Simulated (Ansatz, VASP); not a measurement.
C in VASP and in Ansatz

Contents of INCAR:

```
  ALGO = Normal
  EDIFF = 1E-7
  EDIFFG = -0.002
  ENCUT = 600
  GGA_COMPAT = F
  IBRION = 2
  ISIF = 3
  ISMEAR = 0
  LASPH = T
  LCHARG = F
  LREAL = F
  LWAVE = F
  NELM = 120
  NELMIN = 4
  NSW = 100
  PREC = Accurate
  SIGMA = 0.02
```

File KPOINTS:

```
k-points
0
Gamma
  12 12 12
```

File POSCAR:

```
C
1.0
    0.0000000000      1.7660495859      1.7660495859
    1.7660495859      0.0000000000      1.7660495859
    1.7660495859      1.7660495859      0.0000000000
C
2
Direct
    0.0000000000      0.0000000000      0.0000000000
    0.2500000000      0.2500000000      0.2500000000
```

Input for Ansatz:

```yaml
crystal:
  lattice:
    - [0.0, 1.7660495859, 1.7660495859]
    - [1.7660495859, 0.0, 1.7660495859]
    - [1.7660495859, 1.7660495859, 0.0]
  atoms:
    - { symbol: C, position: [0.0, 0.0, 0.0] }
    - { symbol: C, position: [0.25, 0.25, 0.25] }
basis:
  ecutwfc: 420
kpoints:
  mp_grid: { grid: [12, 12, 12] }
hamiltonian:
  xc: lda
  pseudopotentials: { kind: paw }
scf:
  occupations: { method: gaussian, width: 0.02 }
output:
  forces: true
  stress: true
  eigenvalues: true
  write_density: true
  write_potential: true
  elf: true
  volumetric_format: npy
relax:
  adjacent_minimum: "off"
  f_tol: 0.002
  max_steps: 80
  cell: { stress_tol: 0.02 }
```

Alike in both runs: task relaxation of cell and atoms; functional LDA; k mesh 12 × 12 × 12; occupations gaussian, width 0.02 eV; no spin polarisation.

|  | VASP | Ansatz |
| --- | --- | --- |
| version | VASP 6.6.1 | Ansatz 0.2.0 |
| potentials or method | VASP PAW LDA potentials, release 64 (C), cutoff 600 eV | scalar-relativistic, plane waves, PAW |
| valence electrons in the cell | 8 | 8 |

|  | VASP | Ansatz | Ansatz less VASP |
| --- | --- | --- | --- |
| gap on the k mesh at the Fermi level, each at its own relaxed structure (eV) | 4.19 | 4.20 | +0.004 |
| relaxed volume (Å³/atom) | 5.52 | 5.51 | -0.010 |
| relaxed cell length with the largest relative difference (Å) | 2.499 | 2.497 | -0.0015 |

LDA's correlation is that of Perdew and Zunger in VASP and of Perdew and Wang (1992) in Ansatz.
